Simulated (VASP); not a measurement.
Runs of VASP 6.6.1 on TmH2W. The structure is that of space group P6/mmm (No. 191), or close to it. The cells are those of the table. The cell was built from a structure type or drawn by symmetry, and may not be a known phase.

| task | cell | k mesh | gap on the mesh (eV) | pressure (GPa) | relaxed volume (Å³/atom) |
| --- | --- | --- | --- | --- | --- |
| relaxation of cell and atoms | relaxed from a = 3.395, b = 3.395, c = 5.969 Å, angles 90.0, 90.0, 120.0°, 4 atoms | 6 × 6 × 4 | none | -0.1 | 13.58 |
| relaxation of cell and atoms | relaxed from a = 3.227, b = 3.227, c = 5.997 Å, angles 90.0, 90.0, 120.0°, 4 atoms | 18 × 18 × 8 | none | 0.0 | (a) |
| single point | a = 3.224, b = 3.224, c = 5.932 Å, angles 90.0, 90.0, 120.0°, 4 atoms | 18 × 18 × 8 | none | (b) | - |
| single point | a = 3.395, b = 3.395, c = 5.969 Å, angles 90.0, 90.0, 120.0°, 4 atoms | 6 × 6 × 4 | none | -8.8 | - |
| single point | a = 3.227, b = 3.227, c = 5.997 Å, angles 90.0, 90.0, 120.0°, 4 atoms | 6 × 6 × 4 | none | 0.3 | - |

Alike in all rows: level PBE; potentials or basis VASP PAW PBE potentials, release 64 (Tm_3, H, W_sv), 4f in core; no spin polarisation; cutoff (eV) 500; smearing gaussian 0.1 eV.

**Question.** Fill in the values left out.

**Answer.** (a) 13.40; (b) 0.4.

Caveats: some runs use coarse meshes; spin-orbit coupling is left out, which moves the levels of the heavy elements; the 4f electrons are frozen in the core, so they carry no moment and show no levels; the cell stands under tension (at least some runs).

A k mesh can miss the band edges, and the runs leave out spin-orbit coupling on Tm, W.

A gap of «none» marks levels without a gap at the run's occupations.
